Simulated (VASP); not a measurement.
Input of a VASP 6.6.1 run:

The input INCAR:

```
PREC = Accurate ; ENCUT = 520
EDIFF = 1E-8 ; ISMEAR = 0
SIGMA = 0.01 ; LREAL = False
LASPH = True ; NELM = 120
ALGO = Normal ; ISIF = 2
LWAVE = False ; LCHARG = False
GGA = LIBXC ; LIBXC1 = GGA_X_PBE_R
LIBXC2 = LDA_C_PW ; LEFG = True
NBANDS = 25 ; GGA_COMPAT = False
```

Contents of KPOINTS:

```
Automatic mesh
0
Gamma
  5 5 3
```

Contents of POSCAR:

```
CSe2
1.0
    3.5697670000     -2.9947800000      0.0000000000
    3.5697670000      2.9947800000      0.0000000000
    0.0000000000      0.0000000000      9.4626520000
C Se
2 4
Direct
    0.5000000000      0.5000000000      0.5000000000
    0.0000000000      0.0000000000      0.0000000000
    0.7124220000      0.2875780000      0.6206150000
    0.2875780000      0.7124220000      0.3793850000
    0.7875780000      0.2124220000      0.1206150000
    0.2124220000      0.7875780000      0.8793850000
```

Potentials or basis: VASP PAW PBE potentials, release 64 (C, Se).

Command:

```bash
$ cat potpaw_PBE.64/C/POTCAR potpaw_PBE.64/Se/POTCAR > POTCAR
$ mpirun -np 1 vasp_std > vasp.out
```

(1) Predict the pressure.

(2) What does it give for the largest force?

## Answers

(1) 2.6 GPa.

(2) 0.243 eV/Å.

Caveat: this functional lacks dispersion, which holds the molecules together, so the pressure and a relaxed volume are unreliable; without QUAD_EFG the Cq values of the log hold for a quadrupole moment of 1 mb, not for the nuclei; the PAW data sets were made with another functional, which shifts forces and pressure a little.
